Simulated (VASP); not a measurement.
# CuO2 (Fm-3m) in VASP: notebook

The runs below take CuO2 through single point, with r2SCAN+U.

All numbers are computed with VASP 6.6.1; they aren't measurements. Logs are shortened: lines on timing, memory, paths and dates and some standing lists are left out, and cuts for length are marked.

## (1) The cell of the first run

Symmetry: Fm-3m, No. 225, cubic system. The conventional cell has a = 5.010 Å, b = 5.010 Å, c = 5.010 Å, α = 90.00°, β = 90.00°, γ = 90.00°. Cu (site symmetry m-3m) has 8 O at 2.17 Å within 2.9 Å. O (site symmetry -43m) has 4 Cu at 2.17 Å and 6 O at 2.51 Å within 2.9 Å.

## (2) Single point, r2SCAN+U

Contents of POSCAR:

```
CuO2
1.0
    0.0000000000      2.5050750814      2.5050750814
    2.5050750814      0.0000000000      2.5050750814
    2.5050750814      2.5050750814      0.0000000000
Cu O
1 2
Direct
    0.0000000000      0.0000000000      0.0000000000
    0.2500000000      0.2500000000      0.2500000000
    0.7500000000      0.7500000000      0.7500000000
```

Contents of INCAR.step1:

```
SYSTEM = CuO2
  PREC = Accurate
  ENCUT = 660
  ISMEAR = 0
  SIGMA = 0.1
  LREAL = .False.
  LASPH = .True.
  NELM = 200
  LMAXMIX = 4
  LDAU = .True.
  LDAUTYPE = 2
  LDAUL = 2 -1
  LDAUU = 4 0
  LDAUJ = 0 0
  NBANDS = 18
  GGA = PE
  ALGO = Normal
  EDIFF = 1E-5
  LWAVE = .True.
  LCHARG = .False.
  GGA_COMPAT = .False.
```

Contents of INCAR.step2:

```
SYSTEM = CuO2
  PREC = Accurate
  ENCUT = 660
  EDIFF = 1E-6
  ISMEAR = 0
  SIGMA = 0.1
  LREAL = .False.
  LASPH = .True.
  NELM = 200
  ALGO = Normal
  ISIF = 2
  LWAVE = .False.
  LCHARG = .True.
  LMAXMIX = 4
  LDAU = .True.
  LDAUTYPE = 2
  LDAUL = 2 -1
  LDAUU = 4 0
  LDAUJ = 0 0
  LDAUPRINT = 1
  METAGGA = R2SCAN
  LMIXTAU = .True.
  LELF = .True.
  LVHAR = .True.
  NBANDS = 18
  ISTART = 1
  GGA_COMPAT = .False.
```

Contents of KPOINTS:

```
Automatic mesh
0
Gamma
  14 14 14
  0 0 0
```

Potentials or basis: VASP PAW PBE potentials, release 64 (Cu, O).

On the command line:

```console
$ cat potpaw_PBE.64/Cu/POTCAR potpaw_PBE.64/O/POTCAR > POTCAR
$ cp INCAR.step1 INCAR
$ mpirun -np 1 vasp_std > vasp.out
$ cp INCAR.step2 INCAR
$ mpirun -np 1 vasp_std > vasp.out
```

OUTCAR:

```text
SYSTEM = CuO2
   PREC = Accurate
   ENCUT = 660
   EDIFF = 1E-6
   ISMEAR = 0
   LREAL = .False.
   LASPH = .True.
   NELM = 200
   ISIF = 2
   METAGGA = R2SCAN
   ISTART = 1

 ion  position               nearest neighbor table
   1  0.000  0.000  0.000-   3 2.17   3 2.17   3 2.17   2 2.17   3 2.17   2 2.17   2 2.17   2 2.17

   2  0.250  0.250  0.250-   1 2.17   1 2.17   1 2.17   1 2.17
   3  0.750  0.750  0.750-   1 2.17   1 2.17   1 2.17   1 2.17

  LATTYP: Found a face centered cubic cell.
 ALAT       =     5.0101501628

  Lattice vectors:

 A1 = (   0.0000000000,   2.5050750814,   2.5050750814)
 A2 = (   2.5050750814,   0.0000000000,   2.5050750814)
 A3 = (   2.5050750814,   2.5050750814,   0.0000000000)

Analysis of symmetry for initial positions (statically):
=====================================================================
 Subroutine PRICEL returns:
 Original cell was already a primitive cell.

 Routine SETGRP: Setting up the symmetry group for a
 face centered cubic supercell.

 Subroutine GETGRP returns: Found 48 space group operations
 (whereof 48 operations were pure point group operations)
 out of a pool of 48 trial point group operations.

The static configuration has the point symmetry O_h .

Analysis of symmetry for dynamics (positions and initial velocities):
=====================================================================
 Subroutine PRICEL returns:
 Original cell was already a primitive cell.

 Routine SETGRP: Setting up the symmetry group for a
 face centered cubic supercell.

 Subroutine GETGRP returns: Found 48 space group operations
 (whereof 48 operations were pure point group operations)
 out of a pool of 48 trial point group operations.

The dynamic configuration has the point symmetry O_h .

 Subroutine INISYM returns: Found 48 space group operations
 (whereof 48 operations are pure point group operations),
 and found     1 'primitive' translations

----------------------------------------------------------------------------------------

                                     Primitive cell

  volume of cell :      31.4407

  direct lattice vectors                    reciprocal lattice vectors
     0.000000000  2.505075081  2.505075081    -0.199594816  0.199594816  0.199594816
     2.505075081  0.000000000  2.505075081     0.199594816 -0.199594816  0.199594816
     2.505075081  2.505075081  0.000000000     0.199594816  0.199594816 -0.199594816

  length of vectors
     3.542711155  3.542711155  3.542711155     0.345708362  0.345708362  0.345708362

  position of ions in fractional coordinates (direct lattice)
     0.000000000  0.000000000  0.000000000
     0.250000000  0.250000000  0.250000000
     0.750000000  0.750000000  0.750000000

  ion indices of the primitive-cell ions
   primitive index   ion index
                 1           1
                 2           2
                 3           3

----------------------------------------------------------------------------------------

 KPOINTS: Automatic mesh

Automatic generation of k-mesh.
 Grid dimensions read from file:
 generate k-points for:   14   14   14

 Generating k-lattice:

  Cartesian coordinates                     Fractional coordinates (reciprocal lattice)
    -0.014256773  0.014256773  0.014256773     0.071428571  0.000000000  0.000000000
     0.014256773 -0.014256773  0.014256773     0.000000000  0.071428571  0.000000000
     0.014256773  0.014256773 -0.014256773     0.000000000  0.000000000  0.071428571

  Length of vectors
     0.024693454  0.024693454  0.024693454

  Shift w.r.t. Gamma in fractional coordinates (k-lattice)
     0.000000000  0.000000000  0.000000000

 Subroutine IBZKPT returns following result:
 ===========================================

 Found    104 irreducible k-points:

 Following reciprocal coordinates:
            Coordinates               Weight
  0.000000  0.000000  0.000000      1.000000
  0.071429  0.000000  0.000000      8.000000
  0.142857  0.000000  0.000000      8.000000
  0.214286  0.000000  0.000000      8.000000
  0.285714  0.000000  0.000000      8.000000
  0.357143  0.000000  0.000000      8.000000
[... 16 lines left out ...]
  0.214286  0.142857  0.000000     24.000000
  0.285714  0.142857  0.000000     24.000000
 [... further k-points ...]
   k-points           NKPTS =    104   k-points in BZ     NKDIM =    104   number of bands    NBANDS=     18
   number of dos      NEDOS =    301   number of ions     NIONS =      3
   total plane-waves  NPLWV =  27000
   dimension x,y,z NGX =    30 NGY =   30 NGZ =   30
   dimension x,y,z NGXF=    60 NGYF=   60 NGZF=   60
   ions per type =               1   2
   NGX,Y,Z   is equivalent  to a cutoff of  14.08, 14.08, 14.08 a.u.
   NGXF,Y,Z  is equivalent  to a cutoff of  28.16, 28.16, 28.16 a.u.
 SYSTEM =  CuO2
   PREC   = accura    normal or accurate (medium, high low for compatibility)
   ISTART =      1    job   : 0-new  1-cont  2-samecut
   ICHARG =      0    charge: 1-file 2-atom 10-const
   ISPIN  =      1    spin polarized calculation?
   LNONCOLLINEAR =      F non collinear calculations
   LSORBIT =      F    spin-orbit coupling
   LASPH  =      T    aspherical Exc in radial PAW
   ENCUT  =  660.0 eV  48.51 Ry    6.96 a.u.   7.42  7.42  7.42*2*pi/ulx,y,z
   NELM   =    200;   NELMIN=  2; NELMDL=  0     # of ELM steps
   EDIFF  = 0.1E-05   stopping-criterion for ELM
   LREAL  =      F    real-space projection
   EDIFFG = 0.1E-04   stopping-criterion for IOM
   NSW    =      0    number of steps for IOM
   IBRION =     -1    ionic relax: 0-MD 1-quasi-New 2-CG
   NFREE  =      0    steps in history (QN), initial steepest desc. (CG)
   ISIF   =      2    stress and relaxation
   ISYM   =      2    0-nonsym 1-usesym 2-fastsym
   POTIM  = 0.5000    time-step for ionic-motion
   TEBEG  =    0.0;   TEEND  =   0.0 temperature during run
   PSTRESS=    0.0 pullay stress
   NELECT =      23.0000    total number of electrons
   NUPDOWN=      -1.0000    fix difference up-down
   EMIN   =  10.00;   EMAX   =-10.00  energy-range for DOS
   EFERMI =   0.00;   METHOD = LEGACY
   ISMEAR =     0;   SIGMA  =   0.10  broadening in eV -4-tet -1-fermi 0-gaus
   EFERMI_NEDOS =   21; number of points for ismear=-14 and -15
   IALGO  =     38    algorithm
   IMIX   =      4    mixing-type and parameters
     AMIX     =   0.40;   BMIX     =  1.00
     AMIX_MAG =   1.60;   BMIX_MAG =  1.00
  volume/ion in A,a.u.               =      10.48        70.72
  Fermi-wavevector in a.u.,A,eV,Ry     =   1.475095  2.787526 29.604994  2.175906
  Thomas-Fermi vector in A             =   2.589786
   LORBIT       =      0    0 simple, 1 ext, 2 COOP (PROOUT), +10 PAW based schemes
 LDA+U is selected, type is set to LDAUTYPE =  2
   angular momentum for each species LDAUL =     2   -1
   U (eV)           for each species LDAUU =   4.0  0.0
   J (eV)           for each species LDAUJ =   0.0  0.0
   METAGGA = R2SCAN    functional components
   LHFCALC =     F    Hartree Fock is set to
   AEXX    =    0.0000 exact exchange contribution
   IVDW    =     0    specifies the selected vdW correction
   LEPSILON=     F    determine dielectric tensor
   LRPA    =     F    only Hartree local field effects (RPA)
 non-spin polarized calculation
 Gauss-broadening in eV      SIGMA  =   0.10
  energy-cutoff  :      660.00
  volume of cell :       31.44
 maximum number of plane-waves:      1243
 NGX is ok and might be reduce to    30
   NGX = 15   NGY = 15   NGZ = 15

atom =   1  type =  1  l = 2

 onsite density matrix

spin component  1

  0.8753 -0.0000 -0.0000 -0.0000  0.0000
 -0.0000  0.8753  0.0000 -0.0000  0.0000
 -0.0000  0.0000  0.9695 -0.0000  0.0000
 -0.0000 -0.0000 -0.0000  0.8753 -0.0000
  0.0000  0.0000  0.0000 -0.0000  0.9695

spin component  2

  0.8753 -0.0000 -0.0000 -0.0000  0.0000
 -0.0000  0.8753  0.0000 -0.0000  0.0000
 -0.0000  0.0000  0.9695 -0.0000  0.0000
 -0.0000 -0.0000 -0.0000  0.8753 -0.0000
  0.0000  0.0000  0.0000 -0.0000  0.9695

 occupancies and eigenvectors

  o =  0.8753  v =  0.0000 -0.9988  0.0000  0.0482  0.0000  0.0000  0.0000  0.0000  0.0000  0.0000      0.0000  0.0000  0.0000  0.0000  0.0000  0.0000  0.0000  0.0000  0.0000  0.0000
  o =  0.8753  v =  0.0000  0.0000  0.0000  0.0000  0.0000  0.0000 -0.9988  0.0000  0.0482  0.0000      0.0000  0.0000  0.0000  0.0000  0.0000  0.0000  0.0000  0.0000  0.0000  0.0000
  o =  0.8753  v =  0.0000  0.0482 -0.0000  0.9988 -0.0000  0.0000  0.0000  0.0000  0.0000  0.0000      0.0000  0.0000  0.0000  0.0000  0.0000  0.0000  0.0000  0.0000  0.0000  0.0000
  o =  0.8753  v =  0.0000  0.0000  0.0000  0.0000  0.0000  0.0000  0.0482 -0.0000  0.9988 -0.0000      0.0000  0.0000  0.0000  0.0000  0.0000  0.0000  0.0000  0.0000  0.0000  0.0000
  o =  0.8753  v =  0.0000  0.0000  0.0000  0.0000  0.0000  1.0000  0.0000  0.0000  0.0000  0.0000      0.0000  0.0000  0.0000  0.0000  0.0000  0.0000  0.0000  0.0000  0.0000  0.0000
  o =  0.8753  v =  1.0000  0.0000  0.0000  0.0000  0.0000  0.0000  0.0000  0.0000  0.0000  0.0000      0.0000  0.0000  0.0000  0.0000  0.0000  0.0000  0.0000  0.0000  0.0000  0.0000
  o =  0.9695  v =  0.0000  0.0000  0.9987  0.0000 -0.0508  0.0000  0.0000  0.0000  0.0000  0.0000      0.0000  0.0000  0.0000  0.0000  0.0000  0.0000  0.0000  0.0000  0.0000  0.0000
  o =  0.9695  v =  0.0000  0.0000  0.0000  0.0000  0.0000  0.0000  0.0000  0.9987  0.0000 -0.0508      0.0000  0.0000  0.0000  0.0000  0.0000  0.0000  0.0000  0.0000  0.0000  0.0000
  o =  0.9695  v =  0.0000  0.0000  0.0000  0.0000  0.0000  0.0000  0.0000  0.0508 -0.0000  0.9987      0.0000  0.0000  0.0000  0.0000  0.0000  0.0000  0.0000  0.0000  0.0000  0.0000
  o =  0.9695  v =  0.0000  0.0000  0.0508 -0.0000  0.9987  0.0000  0.0000  0.0000  0.0000  0.0000      0.0000  0.0000  0.0000  0.0000  0.0000  0.0000  0.0000  0.0000  0.0000  0.0000

 number of electron      22.9999996 magnetization

 Free energy of the ion-electron system (eV)
  ---------------------------------------------------
  ext. energy  EPLUGINS =         0.00000000
  ---------------------------------------------------
  free energy    TOTEN  =       -20.18355549 eV

  energy without entropy =      -20.13027697  energy(sigma->0) =      -20.15691623

 E-fermi :   2.2172     XC(G=0): -11.9231

 val. band max:        2.2163725548   @ k =   0.5000   0.0714   0.0000
 cond. band min:       2.2174828378   @ k =  -0.2143   0.3571   0.1429
 fundamental gap:      0.0011102830
 Fermi energy:         2.2171824422

 k-point     1 :       0.0000    0.0000    0.0000
  band No.  band energies     occupation
      1     -17.5397      2.00000
      2     -14.4826      2.00000
      3      -2.9276      2.00000
      4      -2.9276      2.00000
      5      -2.9276      2.00000
      6      -0.9740      2.00000
[... 481 lines left out ...]
      5      -1.7185      2.00000
      6      -1.6490      2.00000
[... 10 lines left out ...]
     17      16.9363      0.00000
     18      20.3800      0.00000

 [... further k-points ...]
[... 5 lines left out ...]
  --------------------------------------------------------------------------------------
  -------------------------------------------------------------------------------------
  Total       -3.9968911     -3.9968911     -3.9968911      0.0000000      0.0000000      0.0000000
  in kB     -203.6763780   -203.6763780   -203.6763780      0.0000000      0.0000000      0.0000000
  external PRESSURE =    -203.6763780 kB  Pullay stress =       0.0000000 kB

 VOLUME and BASIS-vectors are now :
 -----------------------------------------------------------------------------
  energy-cutoff  :      660.00
  volume of cell :       31.44
      direct lattice vectors                 reciprocal lattice vectors
     0.000000000  2.505075081  2.505075081    -0.199594816  0.199594816  0.199594816
     2.505075081  0.000000000  2.505075081     0.199594816 -0.199594816  0.199594816
     2.505075081  2.505075081  0.000000000     0.199594816  0.199594816 -0.199594816

 POSITION                                       TOTAL-FORCE (eV/Angst)
 -----------------------------------------------------------------------------------
      0.00000      0.00000      0.00000         0.000000      0.000000      0.000000
      1.25254      1.25254      1.25254         0.000000      0.000000     -0.000000
      3.75761      3.75761      3.75761        -0.000000     -0.000000      0.000000
 -----------------------------------------------------------------------------------
    total drift:                                0.000000     -0.000000     -0.000000

  FREE ENERGIE OF THE ION-ELECTRON SYSTEM (eV)
  ---------------------------------------------------
  free  energy   TOTEN  =       -20.1835554877 eV

  energy  without entropy=      -20.1302769716  energy(sigma->0) =      -20.15691623
```

Wall time 9.2 min (1 thread of Oxide Virtual Turin-like, shared host); peak memory 0.19 GiB.

Results:

```yaml
Free_energy: -20.1836 eV
Pressure: -20.4 GPa
Band_gap_on_the_k_mesh: zero (an odd number of electrons rules out a gap without spin polarisation)
```

Levels at points of the mesh, in eV from the Fermi level:
```
           k point  band 9  band 10  band 11  band 12  band 13  band 14
(0.00, 0.00, 0.00)   -0.79    -0.79    -0.14    -0.14    -0.14     5.93
(0.50, 0.00, 0.00)   -2.35    -2.35    -2.18    -0.03    -0.03     9.89
(0.50, 0.50, 0.00)   -2.72    -2.30     0.13     0.60     0.60     9.22
```

Eigenvalues of the final occupation matrices:
```
    site  spin  trace               eigenvalues
site 1 d     1   4.56  0.88 0.88 0.88 0.97 0.97
site 1 d     2   4.56  0.88 0.88 0.88 0.97 0.97
```

Caveat: the cell stands under tension; the PAW data sets were made with another functional, which shifts forces and pressure a little; an odd number of electrons without spin polarisation forces a metal; a magnetic or distorted state may lie lower; U without spin polarisation on a metal has little footing.

(Continued in part 2 of 2.)
